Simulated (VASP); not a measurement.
# Mg12H (a cell with a defect) in VASP: notebook

Mg12H (a cell with a defect) is run at these levels: PBE+D3(BJ); tasks: single point.

All numbers are computed with VASP 6.6.1; they aren't measurements. Logs are shortened: lines on timing, memory, paths and dates and some standing lists are left out, and cuts for length are marked.

## (1) The cell of the first run

The cell holds a defect, 13 atoms: a = 6.420 Å, b = 9.630 Å, c = 5.213 Å, α = 90.00°, β = 90.00°, γ = 120.00°.

## (2) Single point, PBE+D3(BJ)

INCAR

```
SYSTEM = Mg12H
ALGO = Normal
EDIFF = 1E-7
ENCUT = 520
GGA = PE
ISIF = 2
ISMEAR = 0
IVDW = 12
LASPH = .TRUE.
LCHARG = .FALSE.
LREAL = .FALSE.
LWAVE = .FALSE.
NBANDS = 24
NELM = 80
PREC = Accurate
SIGMA = 0.15
```

KPOINTS

```
k-points
0
G
  3 2 3
  0 0 0
```

POSCAR

```
Mg12H
1.0
    6.4200000000      0.0000000000      0.0000000000
   -4.8150000000      8.3398250000      0.0000000000
    0.0000000000      0.0000000000      5.2130400000
Mg H
12 1
Direct
   -0.0006201685     -0.0003510865      0.0000717432
    0.1614739451      0.2199829133      0.5000903504
    0.0001048473      0.3329674184      0.0000934196
    0.1712410074      0.5461263276      0.5000807590
    0.0011365407      0.6673941000      0.0000920768
    0.1747207604      0.9026756557      0.5000621518
    0.5005802726     -0.0006466563      0.0000853629
    0.6699549512      0.2236809525      0.5001018600
    0.4981183945      0.3322581709      0.0001064638
    0.6496719427      0.5482502331      0.5000890076
    0.5006408595      0.6672526102      0.0000955297
    0.6683460415      0.8896329359      0.5000959133
    0.0029857103      0.6683159419      0.4999086905
```

Potentials or basis: VASP PAW PBE potentials, release 64 (Mg, H).

Run with:

```bash
cat potpaw_PBE.64/Mg/POTCAR potpaw_PBE.64/H/POTCAR > POTCAR
mpirun -np 1 vasp_std > vasp.out
```

OUTCAR:

```text
SYSTEM = Mg12H
   EDIFF = 1E-7
   ENCUT = 520
   GGA = PE
   ISIF = 2
   ISMEAR = 0
   IVDW = 12
   LASPH = .TRUE.
   LREAL = .FALSE.
   NELM = 80
   PREC = Accurate
 IVDW          = 12

 ion  position               nearest neighbor table
   1  0.999  1.000  0.000-   6 3.16   6 3.16   2 3.19   2 3.19  12 3.19  12 3.19   7 3.20  11 3.20
                             9 3.20   5 3.21   3 3.21   7 3.22
   2  0.161  0.220  0.500-   6 3.10   4 3.11  10 3.15   8 3.17  12 3.17   1 3.19   1 3.19   3 3.19
                             3 3.19   9 3.21   9 3.21   8 3.25
   3  0.000  0.333  0.000-   4 3.16   4 3.16   8 3.19   8 3.19   2 3.19   2 3.19   9 3.20   1 3.21
                             7 3.21  11 3.22   5 3.22   9 3.22
   4  0.171  0.546  0.500-  13 1.96  10 3.06   2 3.11   3 3.16   3 3.16   8 3.16  11 3.19  11 3.19
                            12 3.25   5 3.26   5 3.26  10 3.36   6 3.42
   5  0.001  0.667  0.000-   7 3.20   1 3.21  11 3.21  11 3.21   3 3.22   9 3.23  10 3.26  10 3.26
                             4 3.26   4 3.26   6 3.26   6 3.26
   6  0.175  0.903  0.500-  13 1.95   2 3.10   8 3.14   1 3.16   1 3.16   7 3.18   7 3.18  12 3.19
                            12 3.23   5 3.26   5 3.26  10 3.39   4 3.42
   7  0.501  0.999  0.000-   6 3.18   6 3.18  12 3.20  12 3.20  11 3.20   1 3.20   5 3.20   8 3.21
                             8 3.21   3 3.21   9 3.21   1 3.22
   8  0.670  0.224  0.500-   6 3.14   4 3.16   2 3.17   3 3.19   3 3.19  10 3.19   9 3.20   9 3.20
                             7 3.21   7 3.21  12 3.21   2 3.25
   9  0.498  0.332  0.000-  10 3.17  10 3.17   3 3.20   1 3.20   8 3.20   8 3.20   2 3.21   2 3.21
                             7 3.21  11 3.22   3 3.22   5 3.23
  10  0.650  0.548  0.500-  13 1.96   4 3.06   2 3.15   9 3.17   9 3.17  11 3.18  11 3.18   8 3.19
                            12 3.23   5 3.26   5 3.26   4 3.36   6 3.39
  11  0.501  0.667  0.000-  10 3.18  10 3.18   4 3.19   4 3.19   7 3.20  12 3.20  12 3.20   1 3.20
                             5 3.21   5 3.21   3 3.22   9 3.22
  12  0.668  0.890  0.500-   2 3.17   6 3.19   1 3.19   1 3.19   7 3.20   7 3.20  11 3.20  11 3.20
                             8 3.21  10 3.23   6 3.23   4 3.25
  13  0.003  0.668  0.500-   6 1.95   4 1.96  10 1.96

  LATTYP: Found a simple monoclinic cell.
 ALAT       =     6.4200000000
 B/A-ratio  =     0.8120000000
 C/A-ratio  =     1.3228757108
 COS(beta)  =    -0.1889822286

  Lattice vectors:

 A1 = (   6.4200000000,   0.0000000000,   0.0000000000)
 A2 = (   0.0000000000,   0.0000000000,   5.2130400000)
 A3 = (  -1.6050000000,  -8.3398250000,   0.0000000000)

Analysis of symmetry for initial positions (statically):
=====================================================================
 Subroutine PRICEL returns:
 Original cell was already a primitive cell.

[... 165 lines left out ...]
   IMIX   =      4    mixing-type and parameters
     AMIX     =   0.40;   BMIX     =  1.00
     AMIX_MAG =   1.60;   BMIX_MAG =  1.00
  volume/ion in A,a.u.               =      21.47       144.89
  Fermi-wavevector in a.u.,A,eV,Ry     =   0.732477  1.384180  7.299827  0.536522
  Thomas-Fermi vector in A             =   1.824949
   LORBIT       =      0    0 simple, 1 ext, 2 COOP (PROOUT), +10 PAW based schemes
   GGA     = PE    functional components
   LHFCALC =     F    Hartree Fock is set to
   AEXX    =    0.0000 exact exchange contribution
   IVDW    =    12    specifies the selected vdW correction
   LEPSILON=     F    determine dielectric tensor
   LRPA    =     F    only Hartree local field effects (RPA)
 non-spin polarized calculation
 Gauss-broadening in eV      SIGMA  =   0.15
  energy-cutoff  :      520.00
  volume of cell :      279.11
 maximum number of plane-waves:      7549
   NGX = 23   NGY = 35   NGZ = 19

 number of electron      25.0000000 magnetization

 Free energy of the ion-electron system (eV)
  ---------------------------------------------------
  ext. energy  EPLUGINS =         0.00000000
  ---------------------------------------------------
  free energy    TOTEN  =       -20.80308407 eV

  energy without entropy =      -20.72318528  energy(sigma->0) =      -20.76313468

 E-fermi :   2.6216     XC(G=0):  -8.4988

 val. band max:        2.5803136643   @ k =   0.0000   0.5000   0.3333
 cond. band min:       2.6312927511   @ k =   0.3333   0.0000   0.0000
 fundamental gap:      0.0509790867
 Fermi energy:         2.6216492778

 k-point     1 :       0.0000    0.0000    0.0000
  band No.  band energies     occupation
      1      -4.7743      2.00000
      2      -3.0399      2.00000
      3      -2.1593      2.00000
      4      -1.2983      2.00000
      5      -0.5659      2.00000
      6      -0.0245      2.00000
[... 259 lines left out ...]
     23       6.3114      0.00000
     24       6.3393      0.00000

------------------------ aborting loop because EDIFF is reached ----------------------------------------

 Edisp (eV)   -3.46484

 E8    (eV) :    -1.5051

  FORCE on cell =-STRESS in cart. coord.  units (eV):
  Direction    XX          YY          ZZ          XY          YZ          ZX
  --------------------------------------------------------------------------------------
  -------------------------------------------------------------------------------------
  Total      -3.74674    -3.85511    -3.60572     0.25408    -0.00004     0.00001
  in kB     -21.50704   -22.12913   -20.69757     1.45848    -0.00024     0.00005
  external pressure =      -21.44 kB  Pullay stress =        0.00 kB

 VOLUME and BASIS-vectors are now :
 -----------------------------------------------------------------------------
  energy-cutoff  :      520.00
  volume of cell :      279.11
      direct lattice vectors                 reciprocal lattice vectors
     6.420000000  0.000000000  0.000000000     0.155763240  0.089929945  0.000000000
    -4.815000000  8.339825000  0.000000000     0.000000000  0.119906593  0.000000000
     0.000000000  0.000000000  5.213040000     0.000000000  0.000000000  0.191826650

 POSITION                                       TOTAL-FORCE (eV/Angst)
 -----------------------------------------------------------------------------------
      1.60271      8.33690      0.00037        -0.003783     -0.002853      0.000070
     -0.02255      1.83462      2.60699        -0.000840     -0.002563      0.000044
     -1.60256      2.77689      0.00049        -0.005075     -0.001475     -0.000116
     -1.53023      4.55460      2.60694        -0.031247      0.014991      0.000267
     -3.20621      5.56595      0.00048        -0.001161     -0.004371      0.000402
     -3.22468      7.52816      2.60684         0.006886     -0.012079      0.000287
     -1.59816      8.33443      0.00045         0.000680     -0.000277     -0.000032
      3.22409      1.86546      2.60705         0.004091      0.003329     -0.000128
      1.59810      2.77098      0.00056        -0.000759      0.000944     -0.000197
      1.53107      4.57231      2.60698         0.048624      0.012249      0.000241
      0.00129      5.56477      0.00050        -0.001916      0.003150     -0.000210
      0.00720      7.41938      2.60702        -0.001189      0.000160     -0.000123
     -3.19877      5.57364      2.60604        -0.014313     -0.011205     -0.000505
 -----------------------------------------------------------------------------------
    total drift:                                0.000018     -0.000016     -0.000001

  FREE ENERGIE OF THE ION-ELECTRON SYSTEM (eV)
  ---------------------------------------------------
  free  energy   TOTEN  =       -24.2679242609 eV

  energy  without entropy=      -24.1880254720  energy(sigma->0) =      -24.22797487
```

stdout:

```text
POSCAR found type information on POSCAR MgH
 POSCAR found :  2 types and      13 ions
 scaLAPACK will be used
 LDA part: xc-table for (Slater+PW92), standard interpolation
 -----------------------------------------------------------------------------
|                                                                             |
|           W    W    AA    RRRRR   N    N  II  N    N   GGGG   !!!           |
|           W    W   A  A   R    R  NN   N  II  NN   N  G    G  !!!           |
|           W    W  A    A  R    R  N N  N  II  N N  N  G       !!!           |
|           W WW W  AAAAAA  RRRRR   N  N N  II  N  N N  G  GGG   !            |
|           WW  WW  A    A  R   R   N   NN  II  N   NN  G    G                |
|           W    W  A    A  R    R  N    N  II  N    N   GGGG   !!!           |
|                                                                             |
|     Your reciprocal lattice and k-lattice belong to different lattice       |
|     classes:                                                                |
|                                                                             |
|        The reciprocal lattice is simple monoclinic,                         |
|        whereas your k-lattice is hexagonal.                                 |
|                                                                             |
|     Results are often still useful ...                                      |
|                                                                             |
 -----------------------------------------------------------------------------

 POSCAR, INCAR and KPOINTS ok, starting setup
 FFT: planning ... GRIDC
 FFT: planning ... GRID_SOFT
 FFT: planning ... GRID
 WAVECAR not read
 entering main loop
```

Run time: 87 s. Hardware: 1 thread of Intel Xeon Platinum 8488C (Sapphire Rapids), shared host; peak memory 0.36 GiB.

What came out:

* Free energy: -24.2679 eV
* Pressure: -2.1 GPa
* Largest force: 0.050 eV/Å
* Dispersion energy per atom: -0.267 eV

Forces in eV/Å, atoms in the order of the input:
```
Mg  -0.004 -0.003  0.000
Mg  -0.001 -0.003  0.000
Mg  -0.005 -0.001  0.000
Mg  -0.031  0.015  0.000
Mg  -0.001 -0.004  0.000
Mg   0.007 -0.012  0.000
Mg   0.001  0.000  0.000
Mg   0.004  0.003  0.000
Mg  -0.001  0.001  0.000
Mg   0.049  0.012  0.000
Mg  -0.002  0.003  0.000
Mg  -0.001  0.000  0.000
H   -0.014 -0.011 -0.001
```

Stress tensor (GPa, compression positive):
```
-2.15  0.15  0.00
 0.15 -2.21  0.00
 0.00  0.00 -2.07
```

Caveat: the k points lie up to 0.40 Å⁻¹ apart.

## (3) Single point, PBE+D3(BJ)

INCAR

```
SYSTEM = Mg12H
  ALGO = Normal
  EDIFF = 1E-6
  ENCUT = 520
  GGA = PE
  ISIF = 2
  ISMEAR = 0
  IVDW = 12
  LASPH = .True.
  LCHARG = .False.
  LREAL = .False.
  LWAVE = .False.
  NBANDS = 24
  NELM = 100
  PREC = Accurate
  SIGMA = 0.15
```

KPOINTS

```
k-points
0
Gamma
  3 2 3
  0 0 0
```

POSCAR

```
Mg12H
1.0
    6.4200000000      0.0000000000      0.0000000000
   -4.8150000000      8.3398250000      0.0000000000
    0.0000000000      0.0000000000      5.2130400000
Mg H
12 1
Direct
   -0.0009321988     -0.0005033679      0.0000065221
    0.1617058209      0.2200769201      0.5000686739
   -0.0004031725      0.3329170576      0.0001020518
    0.1709808720      0.5467439665      0.5001175897
    0.0007163143      0.6670788656      0.0000838282
    0.1751954993      0.9025505931      0.4998998665
    0.5005157775     -0.0006738751      0.0000985989
    0.6703826068      0.2238135692      0.5001853045
    0.4978324124      0.3321163214      0.0001101085
    0.6510500315      0.5481701355      0.5000938032
    0.5004076919      0.6672596847      0.0001724522
    0.6685248401      0.8896335355      0.5001904839
    0.0023782738      0.6683558708      0.4998442368
```

Potentials or basis: VASP PAW PBE potentials, release 64 (Mg, H).

Run with:

```bash
cat potpaw_PBE.64/Mg/POTCAR potpaw_PBE.64/H/POTCAR > POTCAR
mpirun -np 1 vasp_std > vasp.out
```

Run time: 68 s. Hardware: 1 thread of Intel Xeon Platinum 8488C (Sapphire Rapids), shared host; peak memory 0.38 GiB.

The run converged. Its results:

```
Free energy                : -24.2683 eV
Pressure                   : -2.1 GPa
Largest force              : 0.003 eV/Å
Dispersion energy per atom : -0.267 eV
```

Forces on the atoms (eV/Å):
```
Mg   0.000 -0.001  0.000
Mg  -0.001  0.000  0.000
Mg   0.000  0.002  0.000
Mg  -0.001  0.000  0.000
Mg   0.000  0.003  0.000
Mg   0.000 -0.001  0.002
Mg   0.000 -0.002  0.000
Mg   0.001 -0.001 -0.001
Mg   0.000  0.001  0.000
Mg   0.000  0.000  0.000
Mg   0.000  0.000 -0.001
Mg   0.000  0.000 -0.001
H    0.001 -0.001 -0.001
```

Stress tensor (GPa, compression positive):
```
-2.14  0.16  0.00
 0.16 -2.21  0.00
 0.00  0.00 -2.07
```

Levels at points of the mesh, in eV from the Fermi level:
| k point | band 9 | band 10 | band 11 | band 12 | band 13 | band 14 | band 15 | band 16 |
| --- | --- | --- | --- | --- | --- | --- | --- | --- |
| (0.00, 0.00, 0.00) | -1.66 | -0.70 | -0.20 | 0.16 | 0.25 | 0.31 | 0.52 | 1.64 |
| (0.00, 0.50, 0.00) | -1.38 | -1.23 | -1.19 | -0.76 | -0.32 | -0.19 | 1.49 | 1.74 |

Caveat: the k points lie up to 0.40 Å⁻¹ apart.
